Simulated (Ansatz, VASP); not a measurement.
**CoW3 in VASP and in Ansatz**

```
W Co
1.0
     0.00000    3.17125    3.17125
     3.17125    0.00000    3.17125
     3.17125    3.17125    0.00000
W Co
3 1
Direct
  0.25000 0.25000 0.25000
  0.75000 0.75000 0.75000
  0.50000 0.50000 0.50000
  0.00000 0.00000 0.00000
```

Alike in both runs: task single point; functional PBEsol; k mesh 12 × 12 × 12; occupations gaussian, width 0.1 eV; no spin polarisation.

|  | VASP | Ansatz |
| --- | --- | --- |
| version | VASP 6.6.1 | Ansatz 0.2.0 |
| potentials or method | VASP PAW PBE potentials, release 64 (W_sv, Co), cutoff 520 eV | scalar-relativistic, plane waves, PAW |
| valence electrons in the cell | 51 | 59 |

VASP gave:

```
gap on the k mesh at the Fermi level (eV) : none
pressure (GPa)                            : -23.9
```

Task: Estimate Ansatz's values.

Result: gap on the k mesh at the Fermi level (eV): none; pressure (GPa): -24.1.

VASP's potentials were made for PBE, not for PBEsol. A gap of «none» marks a metal or a gap that the smearing closes. VASP's potentials hold 51 valence electrons a cell and Ansatz's 59, so a difference there can come from the potentials and not from the codes.

Neither program's run includes spin-orbit coupling.
